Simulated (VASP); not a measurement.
# BN (P6_3mc) in VASP: further runs

Runs on BN. Level: r2SCAN. Tasks: single point.

Program: VASP 6.6.1. These are calculated values, not measurements. Logs are shortened: lines on timing, memory, paths and dates and some standing lists are left out, and cuts for length are marked.

**1. The cell of the first run**

It takes space group P6_3mc (No. 186, hexagonal). The conventional cell has a = 2.656 Å, b = 2.656 Å, c = 4.396 Å, α = 90.00°, β = 90.00°, γ = 120.00°. B (site symmetry 3m) has 4 N at 1.63 to 1.65 Å within 2.2 Å. N (site symmetry 3m) has 4 B at 1.63 to 1.65 Å within 2.2 Å.

**2. Single point, r2SCAN (strain +0.040 along x and y, +0.040 along z)**

File POSCAR:

```
BN
1.0
    2.6560971858      0.0000000000      0.0000000000
   -1.3280485929      2.3002476378      0.0000000000
    0.0000000000      0.0000000000      4.3959292000
B N
2 2
Direct
    0.6666666667      0.3333333333      0.9997240000
    0.3333333333      0.6666666667      0.4997240000
    0.6666666667      0.3333333333      0.6252760000
    0.3333333333      0.6666666667      0.1252760000
```

File INCAR.step1:

```
PREC = Accurate ; ENCUT = 520
ISMEAR = 0 ; SIGMA = 0.05
LREAL = F ; LASPH = T
NELM = 80 ; NBANDS = 16
GGA = PE ; ALGO = Normal
EDIFF = 1E-4 ; LWAVE = T
LCHARG = F
```

File INCAR.step2:

```
PREC = Accurate ; ENCUT = 520
EDIFF = 1E-7 ; ISMEAR = 0
SIGMA = 0.05 ; LREAL = F
LASPH = T ; NELM = 80
ALGO = Normal ; ISIF = 2
LWAVE = F ; LCHARG = T
METAGGA = R2SCAN ; LMIXTAU = T
LELF = T ; LVHAR = T
NBANDS = 16 ; ISTART = 1
```

File KPOINTS:

```
regular mesh
0
Gamma
  12 12 6
```

Potentials or basis: VASP PAW PBE potentials, release 64 (B, N).

Started as:

```console
cat potpaw_PBE.64/B/POTCAR potpaw_PBE.64/N/POTCAR > POTCAR
cp INCAR.step1 INCAR
mpirun -np 1 vasp_std > vasp.out
cp INCAR.step2 INCAR
mpirun -np 1 vasp_std > vasp.out
```

OUTCAR:

```text
PREC = Accurate
   ENCUT = 520
   EDIFF = 1E-7
   ISMEAR = 0
   LREAL = F
   LASPH = T
   NELM = 80
   ISIF = 2
   METAGGA = R2SCAN
   ISTART = 1

 ion  position               nearest neighbor table
   1  0.667  0.333  1.000-   4 1.63   4 1.63   4 1.63   3 1.65
   2  0.333  0.667  0.500-   3 1.63   3 1.63   3 1.63   4 1.65
   3  0.667  0.333  0.625-   2 1.63   2 1.63   2 1.63   1 1.65
   4  0.333  0.667  0.125-   1 1.63   1 1.63   1 1.63   2 1.65

  LATTYP: Found a hexagonal cell.
 ALAT       =     2.6560971858
 C/A-ratio  =     1.6550332659

  Lattice vectors:

 A1 = (   2.6560971858,   0.0000000000,   0.0000000000)
 A2 = (  -1.3280485929,   2.3002476378,   0.0000000000)
 A3 = (   0.0000000000,   0.0000000000,   4.3959292000)

Analysis of symmetry for initial positions (statically):
=====================================================================
 Subroutine PRICEL returns:
 Original cell was already a primitive cell.

 Routine SETGRP: Setting up the symmetry group for a
 hexagonal supercell.

 Subroutine GETGRP returns: Found 12 space group operations
 (whereof  6 operations were pure point group operations)
 out of a pool of 24 trial point group operations.

The static configuration has the point symmetry C_3v.
 The point group associated with its full space group is C_6v.

Analysis of symmetry for dynamics (positions and initial velocities):
=====================================================================
 Subroutine PRICEL returns:
 Original cell was already a primitive cell.

 Routine SETGRP: Setting up the symmetry group for a
 hexagonal supercell.

 Subroutine GETGRP returns: Found 12 space group operations
 (whereof  6 operations were pure point group operations)
 out of a pool of 24 trial point group operations.

The dynamic configuration has the point symmetry C_3v.
 The point group associated with its full space group is C_6v.

 Subroutine INISYM returns: Found 12 space group operations
 (whereof  6 operations are pure point group operations),
 and found     1 'primitive' translations

----------------------------------------------------------------------------------------

                                     Primitive cell

  volume of cell :      26.8577

  direct lattice vectors                    reciprocal lattice vectors
     2.656097186  0.000000000  0.000000000     0.376492248  0.217367901  0.000000000
    -1.328048593  2.300247638  0.000000000     0.000000000  0.434735801  0.000000000
     0.000000000  0.000000000  4.395929200     0.000000000  0.000000000  0.227483191

  length of vectors
     2.656097186  2.656097186  4.395929200     0.434735801  0.434735801  0.227483191

  position of ions in fractional coordinates (direct lattice)
     0.666666667  0.333333333  0.999724000
     0.333333333  0.666666667  0.499724000
     0.666666667  0.333333333  0.625276000
     0.333333333  0.666666667  0.125276000

  ion indices of the primitive-cell ions
   primitive index   ion index
                 1           1
                 2           2
                 3           3
                 4           4

----------------------------------------------------------------------------------------

 KPOINTS: regular mesh

Automatic generation of k-mesh.
 Grid dimensions read from file:
 generate k-points for:   12   12    6

 Generating k-lattice:

  Cartesian coordinates                     Fractional coordinates (reciprocal lattice)
     0.031374354  0.018113992  0.000000000     0.083333333  0.000000000  0.000000000
     0.000000000  0.036227983  0.000000000     0.000000000  0.083333333  0.000000000
     0.000000000  0.000000000  0.037913865     0.000000000  0.000000000  0.166666667

  Length of vectors
     0.036227983  0.036227983  0.037913865

  Shift w.r.t. Gamma in fractional coordinates (k-lattice)
     0.000000000  0.000000000  0.000000000

 Subroutine IBZKPT returns following result:
 ===========================================

 Found     76 irreducible k-points:

 Following reciprocal coordinates:
            Coordinates               Weight
  0.000000  0.000000  0.000000      1.000000
  0.083333  0.000000  0.000000      6.000000
  0.166667  0.000000  0.000000      6.000000
  0.250000  0.000000  0.000000      6.000000
  0.333333 -0.000000  0.000000      6.000000
  0.416667  0.000000  0.000000      6.000000
[... 16 lines left out ...]
  0.250000  0.000000  0.166667     12.000000
  0.333333 -0.000000  0.166667     12.000000
 [... further k-points ...]
   k-points           NKPTS =     76   k-points in BZ     NKDIM =     76   number of bands    NBANDS=     16
   number of dos      NEDOS =    301   number of ions     NIONS =      4
   total plane-waves  NPLWV =  14400
   dimension x,y,z NGX =    20 NGY =   20 NGZ =   36
   dimension x,y,z NGXF=    40 NGYF=   40 NGZF=   72
   ions per type =               2   2
   NGX,Y,Z   is equivalent  to a cutoff of  12.52, 12.52, 13.61 a.u.
[... 63 lines left out ...]
 cond. band min:      11.7226796490   @ k =   0.3333   0.3333   0.0000
 fundamental gap:      5.8382168239
 Fermi energy:         6.1096490668

 k-point     1 :       0.0000    0.0000    0.0000
  band No.  band energies     occupation
      1     -14.1501      2.00000
      2     -10.5102      2.00000
      3      -4.2556      2.00000
      4       3.9486      2.00000
      5       3.9486      2.00000
      6       5.6457      2.00000
[... 8 lines left out ...]
     15      17.6514      0.00000
     16      21.6042      0.00000

 k-point     2 :       0.0833    0.0000    0.0000
  band No.  band energies     occupation
      1     -14.0096      2.00000
      2     -10.4055      2.00000
      3      -4.1149      2.00000
      4       3.2776      2.00000
      5       3.6954      2.00000
      6       5.3032      2.00000
[... 8 lines left out ...]
     15      18.0547      0.00000
     16      21.4024      0.00000

 k-point     3 :       0.1667    0.0000    0.0000
  band No.  band energies     occupation
      1     -13.5942      2.00000
      2     -10.1082      2.00000
      3      -3.6996      2.00000
      4       1.6858      2.00000
      5       3.0947      2.00000
      6       3.8997      2.00000
[... 8 lines left out ...]
     15      19.1076      0.00000
     16      20.8679      0.00000

 k-point     4 :       0.2500    0.0000    0.0000
  band No.  band energies     occupation
      1     -12.9247      2.00000
      2      -9.6805      2.00000
      3      -3.0346      2.00000
      4      -0.1681      2.00000
      5       2.1840      2.00000
      6       2.4146      2.00000
[... 8 lines left out ...]
     15      20.4727      0.00000
     16      20.7500      0.00000

 k-point     5 :       0.3333   -0.0000    0.0000
  band No.  band energies     occupation
      1     -12.0515      2.00000
      2      -9.2719      2.00000
      3      -2.2235      2.00000
      4      -1.7576      2.00000
      5       0.5083      2.00000
      6       1.8377      2.00000
[... 8 lines left out ...]
     15      20.9121      0.00000
     16      21.7902      0.00000

 k-point     6 :       0.4167    0.0000    0.0000
  band No.  band energies     occupation
      1     -11.1033      2.00000
      2      -9.1510      2.00000
      3      -2.8572      2.00000
      4      -1.3178      2.00000
      5      -0.7414      2.00000
      6       1.4615      2.00000
[... 8 lines left out ...]
     15      21.6824      0.00000
     16      22.7350      0.00000
[... 267 lines left out ...]
 k-point    21 :       0.0833    0.0000    0.1667
  band No.  band energies     occupation
      1     -13.8561      2.00000
      2     -10.8444      2.00000
      3      -3.4022      2.00000
      4       3.3932      2.00000
      5       3.8081      2.00000
      6       4.5680      2.00000
[... 8 lines left out ...]
     15      17.7741      0.00000
     16      21.0082      0.00000

 k-point    22 :       0.1667    0.0000    0.1667
  band No.  band energies     occupation
      1     -13.4434      2.00000
      2     -10.5223      2.00000
      3      -3.0383      2.00000
      4       1.8252      2.00000
      5       3.2158      2.00000
      6       3.4672      2.00000
[... 8 lines left out ...]
     15      18.8208      0.00000
     16      20.7071      0.00000

 k-point    23 :       0.2500    0.0000    0.1667
  band No.  band energies     occupation
      1     -12.7797      2.00000
      2     -10.0454      2.00000
      3      -2.5194      2.00000
      4       0.0550      2.00000
      5       1.7805      2.00000
      6       2.5428      2.00000
[... 8 lines left out ...]
     15      20.1650      0.00000
     16      20.7584      0.00000

 k-point    24 :       0.3333   -0.0000    0.1667
  band No.  band energies     occupation
      1     -11.9175      2.00000
      2      -9.5486      2.00000
      3      -2.4160      2.00000
      4      -0.9727      2.00000
      5       0.1223      2.00000
      6       1.9704      2.00000
[... 8 lines left out ...]
     15      21.4392      0.00000
     16      21.4492      0.00000

 [... further k-points ...]
[... 5 lines left out ...]
  --------------------------------------------------------------------------------------
  -------------------------------------------------------------------------------------
  Total       -6.5583059     -6.5583059     -6.7103856      0.0000000      0.0000000     -0.0000000
  in kB     -391.2307724   -391.2307724   -400.3029697      0.0000000      0.0000000     -0.0000000
  external PRESSURE =    -394.2548381 kB  Pullay stress =       0.0000000 kB

 VOLUME and BASIS-vectors are now :
 -----------------------------------------------------------------------------
  energy-cutoff  :      520.00
  volume of cell :       26.86
      direct lattice vectors                 reciprocal lattice vectors
     2.656097186  0.000000000  0.000000000     0.376492248  0.217367901  0.000000000
    -1.328048593  2.300247638  0.000000000     0.000000000  0.434735801  0.000000000
     0.000000000  0.000000000  4.395929200     0.000000000  0.000000000  0.227483191

 POSITION                                       TOTAL-FORCE (eV/Angst)
 -----------------------------------------------------------------------------------
      1.32805      0.76675      4.39472         0.000000      0.000000      0.101320
     -0.00000      1.53350      2.19675        -0.000000      0.000000      0.101320
      1.32805      0.76675      2.74867        -0.000000     -0.000000     -0.101320
     -0.00000      1.53350      0.55070         0.000000     -0.000000     -0.101320
 -----------------------------------------------------------------------------------
    total drift:                               -0.000000     -0.000000     -0.001097

  FREE ENERGIE OF THE ION-ELECTRON SYSTEM (eV)
  ---------------------------------------------------
  free  energy   TOTEN  =       -37.8385396421 eV

  energy  without entropy=      -37.8385396421  energy(sigma->0) =      -37.83853964
```

Run time: 3.2 min. Hardware: 1 thread of Intel Xeon 8259CL, shared host; peak memory 0.16 GiB.

What came out:

```
Free energy            : -37.8385 eV
Pressure               : -39.4 GPa
Largest force          : 0.101 eV/Å
Band gap on the k mesh : 5.84 eV, indirect (least direct gap 8.24 eV)
```

Forces on the atoms (eV/Å):
```
B    0.000  0.000  0.101
B    0.000  0.000  0.101
N    0.000  0.000 -0.101
N    0.000  0.000 -0.101
```

Stress tensor (GPa, compression positive):
```
-39.12   0.00   0.00
  0.00 -39.12   0.00
  0.00   0.00 -40.03
```

Levels at points of the mesh, in eV from the valence-band top:
```tsv
k point	band 6	band 7	band 8	band 9	band 10	band 11
(0.00, 0.00, 0.00)	-0.24	0.00	0.00	8.34	8.52	8.52
(0.50, 0.00, 0.00)	-4.55	-3.92	-1.94	6.78	8.14	10.65
(0.00, 0.00, 0.50)	-1.07	-1.07	-1.07	8.96	8.96	9.97
(0.50, 0.00, 0.50)	-3.43	-3.32	-3.32	6.64	6.64	9.80
```

Caveat: the cell differs from its parent crystal (strain +0.040 along x and y, +0.040 along z); the PAW data sets were made with another functional, which shifts forces and pressure a little.

**3. Single point, r2SCAN (strain +0.080 along x and y, +0.000 along z)**

File POSCAR:

```
BN
1.0
    2.7582547698      0.0000000000      0.0000000000
   -1.3791273849      2.3887187008      0.0000000000
    0.0000000000      0.0000000000      4.2268550000
B N
2 2
Direct
    0.6666666667      0.3333333333      0.9997240000
    0.3333333333      0.6666666667      0.4997240000
    0.6666666667      0.3333333333      0.6252760000
    0.3333333333      0.6666666667      0.1252760000
```

File INCAR.step1:

```
ALGO = Normal
EDIFF = 1E-4
ENCUT = 520
GGA = PE
ISMEAR = 0
LASPH = T
LCHARG = F
LREAL = F
LWAVE = T
NBANDS = 16
NELM = 80
PREC = Accurate
SIGMA = 0.05
```

File INCAR.step2:

```
ALGO = Normal
EDIFF = 1E-7
ENCUT = 520
ISIF = 2
ISMEAR = 0
ISTART = 1
LASPH = T
LCHARG = T
LELF = T
LMIXTAU = T
LREAL = F
LVHAR = T
LWAVE = F
METAGGA = R2SCAN
NBANDS = 16
NELM = 80
PREC = Accurate
SIGMA = 0.05
```

File KPOINTS:

```
k-points
0
Gamma
  12 12 6
```

Potentials or basis: VASP PAW PBE potentials, release 64 (B, N).

Started as:

```console
cat potpaw_PBE.64/B/POTCAR potpaw_PBE.64/N/POTCAR > POTCAR
cp INCAR.step1 INCAR
mpirun -np 1 vasp_std > vasp.out
cp INCAR.step2 INCAR
mpirun -np 1 vasp_std > vasp.out
```

Run time: 2.8 min. Hardware: 1 thread of Intel Xeon 8259CL, shared host; peak memory 0.17 GiB.

It converged, with:

| Property | Result |
| --- | --- |
| Free energy | -37.3523 eV |
| Pressure | -44.9 GPa |
| Largest force | 0.214 eV/Å |
| Band gap on the k mesh | 5.87 eV, indirect (least direct gap 6.82 eV) |

Forces in eV/Å, atoms in the order of the input:
```
B    0.000  0.000 -0.214
B    0.000  0.000 -0.214
N    0.000  0.000  0.214
N    0.000  0.000  0.214
```

Stress tensor (GPa, compression positive):
```
-61.86   0.00   0.00
  0.00 -61.86   0.00
  0.00   0.00 -10.98
```

Levels at points of the mesh, in eV from the valence-band top:
| k point | band 5 | band 6 | band 7 | band 8 | band 9 | band 10 | band 11 | band 12 |
| --- | --- | --- | --- | --- | --- | --- | --- | --- |
| (0.00, 0.00, 0.00) | -2.41 | -0.23 | 0.00 | 0.00 | 6.82 | 7.72 | 7.72 | 8.22 |
| (0.50, 0.00, 0.00) | -6.45 | -4.80 | -3.99 | -1.57 | 5.87 | 8.30 | 9.94 | 10.32 |
| (0.00, 0.00, 0.50) | -1.35 | -1.35 | -1.35 | -1.35 | 7.50 | 7.50 | 9.33 | 9.33 |
| (0.50, 0.00, 0.50) | -3.46 | -3.46 | -2.91 | -2.91 | 6.46 | 6.46 | 10.14 | 10.14 |

Caveat: the cell differs from its parent crystal (strain +0.080 along x and y, +0.000 along z); the PAW data sets were made with another functional, which shifts forces and pressure a little.

**4. Single point, r2SCAN (strain +0.040 along x and y, +0.080 along z)**

File POSCAR:

```
BN
1.0
    2.6560971858      0.0000000000      0.0000000000
   -1.3280485929      2.3002476378      0.0000000000
    0.0000000000      0.0000000000      4.5650034000
B N
2 2
Direct
    0.6666666667      0.3333333333      0.9997240000
    0.3333333333      0.6666666667      0.4997240000
    0.6666666667      0.3333333333      0.6252760000
    0.3333333333      0.6666666667      0.1252760000
```

File INCAR.step1:

```
  ALGO = Normal
  EDIFF = 1E-4
  ENCUT = 520
  GGA = PE
  ISMEAR = 0
  LASPH = True
  LCHARG = False
  LREAL = False
  LWAVE = True
  NBANDS = 16
  NELM = 60
  PREC = Accurate
  SIGMA = 0.05
```

File INCAR.step2:

```
  ALGO = Normal
  EDIFF = 1E-6
  ENCUT = 520
  ISIF = 2
  ISMEAR = 0
  ISTART = 1
  LASPH = True
  LCHARG = False
  LMIXTAU = True
  LREAL = False
  LWAVE = False
  METAGGA = R2SCAN
  NBANDS = 16
  NELM = 60
  PREC = Accurate
  SIGMA = 0.05
```

KPOINTS is that of step 3.

Started as:

```console
cat potpaw_PBE.64/B/POTCAR potpaw_PBE.64/N/POTCAR > POTCAR
cp INCAR.step1 INCAR
mpirun -np 1 vasp_std > vasp.out
cp INCAR.step2 INCAR
mpirun -np 1 vasp_std > vasp.out
```

It took 2.2 min on 1 thread of Intel Xeon 8259CL, shared host; peak memory 0.16 GiB.

Results (log left out):

```yaml
Free_energy: -37.5030 eV
Pressure: -47.1 GPa
Largest_force: 0.462 eV/Å
Band_gap_on_the_k_mesh: 5.75 eV, indirect (least direct gap 6.88 eV)
```

Forces on the atoms (eV/Å):
```
B    0.000  0.000  0.462
B    0.000  0.000  0.462
N    0.000  0.000 -0.462
N    0.000  0.000 -0.462
```

Stress tensor (GPa, compression positive):
```
-38.87   0.00   0.00
  0.00 -38.87   0.00
  0.00   0.00 -63.63
```

Levels at points of the mesh, in eV from the valence-band top:
```tsv
k point	band 6	band 7	band 8	band 9	band 10	band 11
(0.00, 0.00, 0.00)	-0.35	0.00	0.00	6.88	8.66	8.66
(0.50, 0.00, 0.00)	-4.21	-3.69	-2.00	6.96	7.78	9.94
(0.00, 0.00, 0.50)	-0.89	-0.89	-0.89	9.11	9.11	9.95
(0.50, 0.00, 0.50)	-3.35	-3.25	-3.25	6.31	6.31	9.41
```

Caveat: the cell differs from its parent crystal (strain +0.040 along x and y, +0.080 along z); the PAW data sets were made with another functional, which shifts forces and pressure a little. A k mesh can miss the band edges.

**5. Overview**

| cell | gap on the mesh (eV) | pressure (GPa) | largest force (eV/Å) |
| --- | --- | --- | --- |
| a = 2.656, b = 2.656, c = 4.396 Å, angles 90.0, 90.0, 120.0°, 4 atoms | 5.84 | -39.4 | 0.10 |
| a = 2.758, b = 2.758, c = 4.227 Å, angles 90.0, 90.0, 120.0°, 4 atoms | 5.87 | -44.9 | 0.21 |
| a = 2.656, b = 2.656, c = 4.565 Å, angles 90.0, 90.0, 120.0°, 4 atoms | 5.75 | -47.1 | 0.46 |

Alike in all rows: task single point; level r2SCAN; potentials or basis VASP PAW PBE potentials, release 64 (B, N); no spin polarisation; k mesh 12 × 12 × 6; cutoff (eV) 520; smearing gaussian 0.05 eV.

Caveats: the PAW data sets were made with another functional, which shifts forces and pressure a little.

Total energies depend on the potentials used, so only differences within one code and one set of settings carry meaning.
